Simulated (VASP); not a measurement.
Set up this calculation in VASP 6.6.1, as the native input.

```
Task                   : relaxation of cell and atoms
Functional             : LDA
Potentials or basis    : VASP PAW LDA potentials, release 64 (P, Ir)
Cutoff                 : 600 eV
k mesh                 : 14 × 14 × 14
Occupations            : fermi-dirac, width 0.15 eV
Spin                   : no spin polarisation
Dipole correction      : no
Further INCAR settings : ALGO = Normal; EDIFF = 1e-06; IBRION = 2; EDIFFG = -0.001; NSW = 80; ISIF = 3
```

The structure of PIr2 lies in POSCAR:

```
PIr2
1.0
    0.0000000000      2.7526803480      2.7526803480
    2.7526803480      0.0000000000      2.7526803480
    2.7526803480      2.7526803480      0.0000000000
P Ir
1 2
Direct
    0.0000000000      0.0000000000      0.0000000000
    0.2500000000      0.2500000000      0.2500000000
    0.7500000000      0.7500000000      0.7500000000
```

These files were run (other wordings do the same):

INCAR

```
  ALGO = Normal
  EDIFF = 1E-6
  EDIFFG = -0.001
  ENCUT = 600
  IBRION = 2
  ISIF = 3
  ISMEAR = -1
  LASPH = True
  LCHARG = False
  LREAL = False
  LWAVE = False
  NELM = 100
  NSW = 80
  PREC = Accurate
  SIGMA = 0.15
```

KPOINTS

```
k-points
0
Gamma
  14 14 14
```

Potentials or basis: VASP PAW LDA potentials, release 64 (P, Ir).

Run with:

```sh
$ cat potpaw_LDA.64/P/POTCAR potpaw_LDA.64/Ir/POTCAR > POTCAR
$ mpirun -np 1 vasp_std > vasp.out
```

Results of the run:

```
Relaxed volume                        : 14.01 Å³/atom
Relaxed cell                          : a = 3.902 Å, b = 3.902 Å, c = 3.902 Å, α = 60.00°, β = 60.00°, γ = 60.00°
Space group after relaxing (to 0.1 Å) : Fm-3m (No. 225)
Energy gained by relaxing             : 0.7 meV/atom
Ionic steps                           : 3
Pressure after relaxing               : 0.0 GPa
Band gap on the k mesh                : zero (an odd number of electrons rules out a gap without spin polarisation)
```

Caveat: spin-orbit coupling is left out, which moves the levels of the heavy elements.

Wall time 88 s on 1 thread of AMD EPYC 9R45 96-Core Processor (Zen 5) (shared host), peak memory 0.18 GiB.
